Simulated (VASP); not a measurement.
# MgTlBr5 (P4/mmm) in VASP: further runs

Runs on MgTlBr5. Level: PBEsol. Tasks: single point, relaxation of cell and atoms.

Everything below comes from runs of VASP 6.6.1. Logs are shortened: lines on timing, memory, paths and dates and some standing lists are left out, and cuts for length are marked.

### 1 The cell of the first run

Symmetry: P4/mmm, No. 123, tetragonal system. The conventional cell has a = 5.088 Å, b = 5.088 Å, c = 7.343 Å, α = 90.00°, β = 90.00°, γ = 90.00°. Within 4.1 Å of Mg (site symmetry 4/mmm) lie 12 Br at 3.10 to 3.60 Å. Within 4.2 Å of Tl (site symmetry 4/mmm) lie 10 Br at 3.17 to 3.67 Å. Within 4.1 Å of Br (site symmetry 2mm) lie 2 Mg at 3.10 Å and 8 Br at 3.10 to 3.79 Å and 2 Tl at 3.17 Å. Br (site symmetry 4/mmm) has 8 Br at 3.10 Å and 4 Mg at 3.60 Å and 2 Tl at 3.67 Å within 4.1 Å.

### 2 Single point, PBEsol

Input file INCAR:

```
SYSTEM = MgTlBr5
PREC = Accurate ; ENCUT = 520
EDIFF = 1E-7 ; ISMEAR = -1
SIGMA = 0.03 ; LREAL = .False.
LASPH = .True. ; NELM = 60
ALGO = Normal ; ISIF = 2
LWAVE = .False. ; LCHARG = .False.
GGA = PS ; NBANDS = 34
```

Input file KPOINTS:

```
regular mesh
0
Gamma
  4 4 2
  0 0 0
```

Input file POSCAR:

```
MgTlBr5
1.0
    5.0878699627      0.0000000000      0.0000000000
    0.0000000000      5.0878699627      0.0000000000
    0.0000000000      0.0000000000      7.3427685921
Mg Tl Br
1 1 5
Direct
    0.5000000000      0.5000000000      0.0000000000
    0.0000000000      0.0000000000      0.5000000000
    0.0000000000      0.5000000000      0.2417612136
    0.0000000000      0.5000000000      0.7582387864
    0.5000000000      0.0000000000      0.2417612136
    0.5000000000      0.0000000000      0.7582387864
    0.0000000000      0.0000000000      0.0000000000
```

Potentials or basis: VASP PAW PBE potentials, release 64 (Mg, Tl_d, Br).

On the command line:

```console
$ cat potpaw_PBE.64/Mg/POTCAR potpaw_PBE.64/Tl_d/POTCAR potpaw_PBE.64/Br/POTCAR > POTCAR
$ mpirun -np 1 vasp_std > vasp.out
```

OUTCAR:

```text
SYSTEM = MgTlBr5
   PREC = Accurate
   ENCUT = 520
   EDIFF = 1E-7
   ISMEAR = -1
   LREAL = .False.
   LASPH = .True.
   NELM = 60
   ISIF = 2
   GGA = PS

 ion  position               nearest neighbor table
   1  0.500  0.500  0.000-   3 3.10   4 3.10   5 3.10   6 3.10   5 3.10   6 3.10   3 3.10   4 3.10

   2  0.000  0.000  0.500-   3 3.17   4 3.17   5 3.17   6 3.17   3 3.17   4 3.17   5 3.17   6 3.17

   3  0.000  0.500  0.242-   1 3.10   1 3.10   2 3.17   2 3.17
   4  0.000  0.500  0.758-   1 3.10   1 3.10   2 3.17   2 3.17
   5  0.500  0.000  0.242-   1 3.10   1 3.10   2 3.17   2 3.17
   6  0.500  0.000  0.758-   1 3.10   1 3.10   2 3.17   2 3.17
   7  0.000  0.000  0.000-

  LATTYP: Found a simple tetragonal cell.
 ALAT       =     5.0878699627
 C/A-ratio  =     1.4431910890

  Lattice vectors:

 A1 = (   5.0878699627,   0.0000000000,   0.0000000000)
 A2 = (   0.0000000000,   5.0878699627,   0.0000000000)
 A3 = (   0.0000000000,   0.0000000000,   7.3427685921)

Analysis of symmetry for initial positions (statically):
=====================================================================
 Subroutine PRICEL returns:
 Original cell was already a primitive cell.

 Routine SETGRP: Setting up the symmetry group for a
 simple tetragonal supercell.

 Subroutine GETGRP returns: Found 16 space group operations
 (whereof 16 operations were pure point group operations)
 out of a pool of 16 trial point group operations.

The static configuration has the point symmetry D_4h.

Analysis of symmetry for dynamics (positions and initial velocities):
=====================================================================
 Subroutine PRICEL returns:
 Original cell was already a primitive cell.

 Routine SETGRP: Setting up the symmetry group for a
 simple tetragonal supercell.

 Subroutine GETGRP returns: Found 16 space group operations
 (whereof 16 operations were pure point group operations)
 out of a pool of 16 trial point group operations.

The dynamic configuration has the point symmetry D_4h.

 Subroutine INISYM returns: Found 16 space group operations
 (whereof 16 operations are pure point group operations),
 and found     1 'primitive' translations

----------------------------------------------------------------------------------------

                                     Primitive cell

  volume of cell :     190.0780

  direct lattice vectors                    reciprocal lattice vectors
     5.087869963  0.000000000  0.000000000     0.196545904  0.000000000  0.000000000
     0.000000000  5.087869963  0.000000000     0.000000000  0.196545904  0.000000000
     0.000000000  0.000000000  7.342768592     0.000000000  0.000000000  0.136188413

  length of vectors
     5.087869963  5.087869963  7.342768592     0.196545904  0.196545904  0.136188413

  position of ions in fractional coordinates (direct lattice)
     0.500000000  0.500000000  0.000000000
     0.000000000  0.000000000  0.500000000
     0.000000000  0.500000000  0.241761214
     0.000000000  0.500000000  0.758238786
     0.500000000  0.000000000  0.241761214
     0.500000000  0.000000000  0.758238786
     0.000000000  0.000000000  0.000000000

  ion indices of the primitive-cell ions
   primitive index   ion index
                 1           1
                 2           2
                 3           3
                 4           4
                 5           5
                 6           6
                 7           7

----------------------------------------------------------------------------------------

 KPOINTS: regular mesh

Automatic generation of k-mesh.
 Grid dimensions read from file:
 generate k-points for:    4    4    2

 Generating k-lattice:

  Cartesian coordinates                     Fractional coordinates (reciprocal lattice)
     0.049136476  0.000000000  0.000000000     0.250000000  0.000000000  0.000000000
     0.000000000  0.049136476  0.000000000     0.000000000  0.250000000  0.000000000
     0.000000000  0.000000000  0.068094206     0.000000000  0.000000000  0.500000000

  Length of vectors
     0.049136476  0.049136476  0.068094206

  Shift w.r.t. Gamma in fractional coordinates (k-lattice)
     0.000000000  0.000000000  0.000000000

 Subroutine IBZKPT returns following result:
 ===========================================

 Found     12 irreducible k-points:

 Following reciprocal coordinates:
            Coordinates               Weight
  0.000000  0.000000  0.000000      1.000000
  0.250000  0.000000  0.000000      4.000000
  0.500000  0.000000  0.000000      2.000000
  0.250000  0.250000  0.000000      4.000000
  0.500000  0.250000  0.000000      4.000000
  0.500000  0.500000  0.000000      1.000000
  0.000000  0.000000  0.500000      1.000000
  0.250000  0.000000  0.500000      4.000000
  0.500000  0.000000  0.500000      2.000000
  0.250000  0.250000  0.500000      4.000000
  0.500000  0.250000  0.500000      4.000000
  0.500000  0.500000  0.500000      1.000000
[... 103 lines left out ...]
      5     -11.4245      2.00000
      6      -7.8412      2.00000
[... 26 lines left out ...]
     33       8.4567      0.00000
     34       9.3523      0.00000

 k-point     4 :       0.2500    0.2500    0.0000
  band No.  band energies     occupation
      1     -12.8267      2.00000
      2     -11.9944      2.00000
      3     -11.9573      2.00000
      4     -11.6580      2.00000
      5     -11.5223      2.00000
      6      -7.7989      2.00000
[... 26 lines left out ...]
     33       8.5996      0.00000
     34       9.1964      0.00000

 k-point     5 :       0.5000    0.2500    0.0000
  band No.  band energies     occupation
      1     -12.5710      2.00000
      2     -12.1321      2.00000
      3     -11.8320      2.00000
      4     -11.8239      2.00000
      5     -11.6366      2.00000
      6      -7.8069      2.00000
[... 26 lines left out ...]
     33       8.8871      0.00000
     34       9.8127      0.00000

 k-point     6 :       0.5000    0.5000    0.0000
  band No.  band energies     occupation
      1     -12.1286      2.00000
      2     -12.1180      2.00000
      3     -12.1180      2.00000
      4     -11.8228      2.00000
      5     -11.8228      2.00000
      6      -7.8103      2.00000
[... 26 lines left out ...]
     33       9.2024      0.00000
     34       9.6410      0.00000

 k-point     7 :       0.0000    0.0000    0.5000
  band No.  band energies     occupation
      1     -13.0631      2.00000
      2     -12.3146      2.00000
      3     -11.6649      2.00000
      4     -11.6091      2.00000
      5     -11.2266      2.00000
      6      -7.8458      2.00000
[... 26 lines left out ...]
     33       8.5871      0.00000
     34       8.5871      0.00000

 k-point     8 :       0.2500    0.0000    0.5000
  band No.  band energies     occupation
      1     -12.9163      2.00000
      2     -12.2055      2.00000
      3     -11.8117      2.00000
      4     -11.7022      2.00000
      5     -11.3028      2.00000
      6      -7.8443      2.00000
[... 26 lines left out ...]
     33       8.3148      0.00000
     34       9.9691      0.00000

 k-point     9 :       0.5000    0.0000    0.5000
  band No.  band energies     occupation
      1     -12.6869      2.00000
      2     -12.0748      2.00000
      3     -11.9726      2.00000
      4     -11.9195      2.00000
      5     -11.3402      2.00000
      6      -7.8427      2.00000
[... 26 lines left out ...]
     33       8.6955      0.00000
     34      10.2269      0.00000

 k-point    10 :       0.2500    0.2500    0.5000
  band No.  band energies     occupation
      1     -12.7677      2.00000
      2     -12.1182      2.00000
      3     -11.8658      2.00000
      4     -11.7591      2.00000
      5     -11.4653      2.00000
      6      -7.7970      2.00000
[... 26 lines left out ...]
     33       8.8825      0.00000
     34       9.4971      0.00000

 k-point    11 :       0.5000    0.2500    0.5000
  band No.  band energies     occupation
      1     -12.5220      2.00000
      2     -12.0613      2.00000
      3     -11.9369      2.00000
      4     -11.9099      2.00000
      5     -11.5790      2.00000
      6      -7.8110      2.00000
[... 26 lines left out ...]
     33       8.6653      0.00000
     34       9.0572      0.00000

 k-point    12 :       0.5000    0.5000    0.5000
  band No.  band energies     occupation
      1     -12.1230      2.00000
      2     -12.0476      2.00000
      3     -12.0476      2.00000
      4     -11.9002      2.00000
      5     -11.9002      2.00000
      6      -7.8102      2.00000
[... 26 lines left out ...]
     33       8.4801      0.00000
     34      10.1558      0.00000

------------------------ aborting loop because EDIFF is reached ----------------------------------------

  FORCE on cell =-STRESS in cart. coord.  units (eV):
  Direction    XX          YY          ZZ          XY          YZ          ZX
  --------------------------------------------------------------------------------------
  -------------------------------------------------------------------------------------
  Total       -0.0203645     -0.0203645     -0.0489869      0.0000000      0.0000000      0.0000000
  in kB       -0.1716538     -0.1716538     -0.4129134      0.0000000      0.0000000      0.0000000
  external PRESSURE =      -0.2520737 kB  Pullay stress =       0.0000000 kB

 VOLUME and BASIS-vectors are now :
 -----------------------------------------------------------------------------
  energy-cutoff  :      520.00
  volume of cell :      190.08
      direct lattice vectors                 reciprocal lattice vectors
     5.087869963  0.000000000  0.000000000     0.196545904  0.000000000  0.000000000
     0.000000000  5.087869963  0.000000000     0.000000000  0.196545904  0.000000000
     0.000000000  0.000000000  7.342768592     0.000000000  0.000000000  0.136188413

 POSITION                                       TOTAL-FORCE (eV/Angst)
 -----------------------------------------------------------------------------------
      2.54393      2.54393      0.00000        -0.000000     -0.000000     -0.000000
      0.00000      0.00000      3.67138        -0.000000     -0.000000     -0.000000
      0.00000      2.54393      1.77520        -0.000000      0.000000     -0.005200
      0.00000      2.54393      5.56757         0.000000      0.000000      0.005200
      2.54393      0.00000      1.77520         0.000000     -0.000000     -0.005200
      2.54393      0.00000      5.56757        -0.000000     -0.000000      0.005200
      0.00000      0.00000      0.00000        -0.000000     -0.000000     -0.000000
 -----------------------------------------------------------------------------------
    total drift:                                0.000000      0.000000      0.000000

  FREE ENERGIE OF THE ION-ELECTRON SYSTEM (eV)
  ---------------------------------------------------
  free  energy   TOTEN  =       -16.8412688754 eV

  energy  without entropy=      -16.8229456342  energy(sigma->0) =      -16.83210725
```

It took 2 min on 1 thread of Intel Xeon 8259CL, shared host; peak memory 0.32 GiB.

Results:

| Quantity | Value |
| --- | --- |
| Free energy | -16.8413 eV |
| Pressure | 0.0 GPa |
| Largest force | 0.005 eV/Å |
| Band gap on the k mesh | zero (bands 25 and 26 overlap by 0.67 eV) |

Forces in eV/Å, atoms in the order of the input:
```
Mg   0.000  0.000  0.000
Tl   0.000  0.000  0.000
Br   0.000  0.000 -0.005
Br   0.000  0.000  0.005
Br   0.000  0.000 -0.005
Br   0.000  0.000  0.005
Br   0.000  0.000  0.000
```

Levels at points of the mesh, in eV from the Fermi level:
| k point | band 21 | band 22 | band 23 | band 24 | band 25 | band 26 | band 27 | band 28 | band 29 | band 30 |
| --- | --- | --- | --- | --- | --- | --- | --- | --- | --- | --- |
| (0.00, 0.00, 0.00) | -1.24 | -1.04 | -1.04 | -0.82 | -0.62 | -0.62 | 1.51 | 4.22 | 4.79 | 4.79 |
| (0.50, 0.00, 0.00) | -1.49 | -1.12 | -0.81 | -0.61 | -0.52 | 0.10 | 2.70 | 4.62 | 5.07 | 5.35 |
| (0.50, 0.50, 0.00) | -0.96 | -0.96 | -0.81 | -0.69 | -0.69 | -0.09 | 2.03 | 4.53 | 4.53 | 6.06 |
| (0.00, 0.00, 0.50) | -1.60 | -1.27 | -1.27 | -0.03 | -0.03 | 0.23 | 1.73 | 3.68 | 3.80 | 4.65 |
| (0.50, 0.00, 0.50) | -2.29 | -2.28 | -0.41 | -0.30 | -0.02 | 0.24 | 2.91 | 4.69 | 4.98 | 5.14 |
| (0.50, 0.50, 0.50) | -0.94 | -0.80 | -0.78 | -0.30 | -0.30 | 0.84 | 2.46 | 4.90 | 4.90 | 5.10 |

Caveat: the k points lie up to 0.43 Å⁻¹ apart, too coarse for converged energies and pressures of a metal; the PAW data sets were made with another functional, which shifts forces and pressure a little; spin-orbit coupling is left out, which moves the levels of the heavy elements.

### 3 Relaxation of cell and atoms, PBEsol

This run uses another cell than the first one, of 33.23 Å³/atom.

Input file INCAR:

```
PREC     = Accurate       # precision mode
ENCUT    = 600            # plane-wave cutoff, eV
EDIFF    = 1E-6           # SCF threshold, eV
ISMEAR   = -1             # smearing method
SIGMA    = 0.03           # smearing width, eV
LREAL    = False          # projectors in reciprocal space
LASPH    = True           # aspherical terms in the spheres
NELM     = 80             # most SCF steps
ALGO     = Normal         # electronic algorithm
ISIF     = 3              # what is computed and relaxed
LWAVE    = False          # write WAVECAR
LCHARG   = False          # write CHGCAR
GGA      = PS             # functional
IBRION   = 2              # ionic algorithm
NSW      = 100            # ionic steps
EDIFFG   = -0.01          # ionic threshold
```

Input file KPOINTS:

```
Automatic mesh
0
Gamma
  4 4 2
```

Input file POSCAR:

```
MgTlBr5
1.0
    5.0838785800      0.0000000000      0.0000000000
    0.0000000000      5.0838785800      0.0000000000
    0.0000000000      0.0000000000      9.0006111200
Mg Tl Br
1 1 5
Direct
    0.5000000000      0.5000000000      0.0000000000
    0.0000000000      0.0000000000      0.5000000000
    0.0000000000      0.5000000000      0.2963546500
    0.0000000000      0.5000000000      0.7036453500
    0.5000000000      0.0000000000      0.2963546500
    0.5000000000      0.0000000000      0.7036453500
    0.0000000000      0.0000000000      0.0000000000
```

Potentials or basis: VASP PAW PBE potentials, release 64 (Mg, Tl_d, Br).

On the command line:

```console
$ cat potpaw_PBE.64/Mg/POTCAR potpaw_PBE.64/Tl_d/POTCAR potpaw_PBE.64/Br/POTCAR > POTCAR
$ mpirun -np 1 vasp_std > vasp.out
```

It took 62 min on 1 thread of Intel Xeon 8259CL, shared host; peak memory 0.45 GiB.

Results (log left out):

```yaml
Free_energy: -16.8443 eV
Relaxed_volume: 27.14 Å³/atom
Relaxed_cell: a = 5.087 Å, b = 5.087 Å, c = 7.340 Å, α = 90.00°, β = 90.00°, γ = 90.00°
Space_group_after_relaxing_to_0.1_Å: P4/mmm (No. 123)
Energy_gained_by_relaxing: 225.2 meV/atom
Ionic_steps: 29
Pressure_after_relaxing: 0.0 GPa
Band_gap_on_the_k_mesh: zero (bands 25 and 26 overlap by 0.67 eV)
```

The path:
| step | energy change (eV) | largest force (eV/Å) | pressure (GPa) | volume (Å³) |
| --- | --- | --- | --- | --- |
| 1 | 0.0000 | 0.1716 | -4.66 | 232.63 |
| 2 | -0.7140 | 0.3332 | -2.06 | 201.59 |
| 3 | -0.8043 | 0.4517 | -0.05 | 189.96 |
| 4 | -0.8049 | 0.4651 | 0.18 | 188.89 |
| 5 | -0.8659 | 0.4348 | 0.19 | 187.87 |
| 6 | -1.0422 | 0.4012 | 0.49 | 184.67 |
| 7 | -1.3485 | 0.3102 | 2.09 | 177.64 |
| 8 | 0.4286 | 2.4090 | 11.76 | 160.99 |
| 9 | -1.2987 | 0.4328 | 2.37 | 176.60 |
| 10 | -1.2097 | 0.0412 | 5.13 | 169.18 |
| 11 | -1.3209 | 0.3929 | 3.16 | 174.10 |
| 12 | -1.3718 | 0.3661 | 2.76 | 175.60 |
| 13 | -1.4803 | 0.2226 | 1.74 | 180.10 |
| 14 | -1.4272 | 0.2852 | 0.57 | 189.12 |
| 15 | -1.5058 | 0.0530 | 1.17 | 183.38 |
| 16 | -1.5278 | 0.0855 | 0.84 | 184.72 |
| 17 | -1.5561 | 0.1650 | 0.00 | 188.52 |
| 18 | -1.5564 | 0.1725 | -0.08 | 188.93 |
| 19 | -1.5603 | 0.1551 | -0.02 | 188.75 |
| 20 | -1.5686 | 0.1033 | 0.15 | 188.21 |
| 21 | -1.5705 | 0.0035 | 0.54 | 187.11 |
| 22 | -1.5721 | 0.0436 | 0.38 | 187.55 |
| 23 | -1.5758 | 0.0277 | 0.07 | 189.47 |
| 24 | -1.5761 | 0.0208 | -0.08 | 190.37 |
| 25 | -1.5761 | 0.0217 | -0.07 | 190.22 |
| 26 | -1.5760 | 0.0250 | 0.01 | 189.81 |
| 27 | -1.5761 | 0.0225 | -0.04 | 190.13 |
| 28 | -1.5765 | 0.0111 | -0.01 | 190.04 |
| 29 | -1.5767 | 0.0000 | 0.02 | 189.95 |

Final structure:
```
Mg Tl Br
1.0
     5.08720    0.00000    0.00000
     0.00000    5.08720    0.00000
     0.00000    0.00000    7.33978
Mg Tl Br
1 1 5
Direct
  0.50000 0.50000 0.00000
  0.00000 0.00000 0.50000
  0.00000 0.50000 0.24163
  0.00000 0.50000 0.75837
  0.50000 0.00000 0.24163
  0.50000 0.00000 0.75837
  0.00000 0.00000 0.00000
```

Levels at points of the mesh, in eV from the Fermi level:
| k point | band 23 | band 24 | band 25 | band 26 | band 27 | band 28 |
| --- | --- | --- | --- | --- | --- | --- |
| (0.00, 0.00, 0.00) | -1.05 | -0.82 | -0.63 | -0.63 | 1.51 | 4.22 |
| (0.50, 0.00, 0.00) | -0.81 | -0.61 | -0.52 | 0.10 | 2.71 | 4.62 |
| (0.50, 0.50, 0.00) | -0.81 | -0.70 | -0.70 | -0.09 | 2.03 | 4.53 |
| (0.00, 0.00, 0.50) | -1.27 | -0.03 | -0.03 | 0.23 | 1.73 | 3.68 |
| (0.50, 0.00, 0.50) | -0.41 | -0.30 | -0.02 | 0.24 | 2.91 | 4.68 |
| (0.50, 0.50, 0.50) | -0.78 | -0.30 | -0.30 | 0.83 | 2.47 | 4.90 |

Caveat: the volume moved by over 15 % at a fixed basis, so the end points are rough; the PAW data sets were made with another functional, which shifts forces and pressure a little; spin-orbit coupling is left out, which moves the levels of the heavy elements.
